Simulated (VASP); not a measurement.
Here is a VASP 6.6.1 calculation.

INCAR

```
SYSTEM = BN
PREC = Accurate
ENCUT = 520
EDIFF = 1E-7
ISMEAR = 0
SIGMA = 0.02
LREAL = .FALSE.
LASPH = .TRUE.
NELM = 100
ALGO = Normal
ISIF = 2
LWAVE = .FALSE.
LCHARG = .TRUE.
GGA = PE
LELF = .TRUE.
LVHAR = .TRUE.
NBANDS = 16
```

The input KPOINTS:

```
regular mesh
0
G
  12 12 4
  0 0 0
```

File POSCAR:

```
BN
1.0
    2.3614502921      0.0000000000      0.0000000000
   -1.1807251460      2.0450759427      0.0000000000
    0.0000000000      0.0000000000      8.6435152169
B N
2 2
Direct
    0.3333333333      0.6666666667      0.2500000000
    0.6666666667      0.3333333333      0.7500000000
    0.3333333333      0.6666666667      0.7500000000
    0.6666666667      0.3333333333      0.2500000000
```

Potentials or basis: VASP PAW PBE potentials, release 64 (B, N).

Command:

```sh
$ cat potpaw_PBE.64/B/POTCAR potpaw_PBE.64/N/POTCAR > POTCAR
$ mpirun -np 1 vasp_std > vasp.out
```

**Question.** What does it give for the band gap on the k mesh?

**Answer.** 4.09 eV, indirect (least direct gap 5.13 eV).

**Question.** What does it give for the pressure?

**Answer.** 44.1 GPa.

Stress tensor (GPa, compression positive):
```
66.25  0.00  0.00
 0.00 66.25  0.00
 0.00  0.00 -0.19
```

Caveat: the cell differs from its parent crystal (biaxial strain in the a-b plane: -6.0 %); this functional lacks dispersion, which binds the layers, so the pressure and a relaxed spacing across them are unreliable. A k mesh can miss the band edges.
